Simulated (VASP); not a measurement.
Here is a VASP 6.6.1 calculation.

Contents of INCAR:

```
PREC     = Accurate       # precision mode
ENCUT    = 600            # plane-wave cutoff, eV
EDIFF    = 1E-6           # SCF threshold, eV
ISMEAR   = 0              # smearing method
SIGMA    = 0.02           # smearing width, eV
LREAL    = F              # projectors in reciprocal space
LASPH    = T              # aspherical terms in the spheres
NELM     = 120            # most SCF steps
ALGO     = Normal         # electronic algorithm
ISIF     = 2              # what is computed and relaxed
LWAVE    = F              # write WAVECAR
LCHARG   = T              # write CHGCAR
GGA      = PE             # functional
LELF     = T              # ELF
LVHAR    = T            
NBANDS   = 19             # bands
GGA_COMPAT= F
```

KPOINTS

```
regular mesh
0
Gamma
  6 6 6
```

The input POSCAR:

```
BaF2
1.0
    0.0000000000      3.1235455032      3.1235455032
    3.1235455032      0.0000000000      3.1235455032
    3.1235455032      3.1235455032      0.0000000000
Ba F
1 2
Direct
    0.0000000000      0.0000000000      0.0000000000
    0.2500000000      0.2500000000      0.2500000000
    0.7500000000      0.7500000000      0.7500000000
```

Potentials or basis: VASP PAW PBE potentials, release 64 (Ba_sv, F).

Command:

```bash
$ cat potpaw_PBE.64/Ba_sv/POTCAR potpaw_PBE.64/F/POTCAR > POTCAR
$ mpirun -np 1 vasp_std > vasp.out
```

Problem. What does it give for the pressure?

Solution. 0.9 GPa.

Problem. Estimate the band gap on the k mesh.

Solution. 6.67 eV (least direct gap 6.73 eV).

Caveat: spin-orbit coupling is left out, which moves the levels of the heavy elements. A hybrid or GW would open this gap; PBE tends to underestimate it.
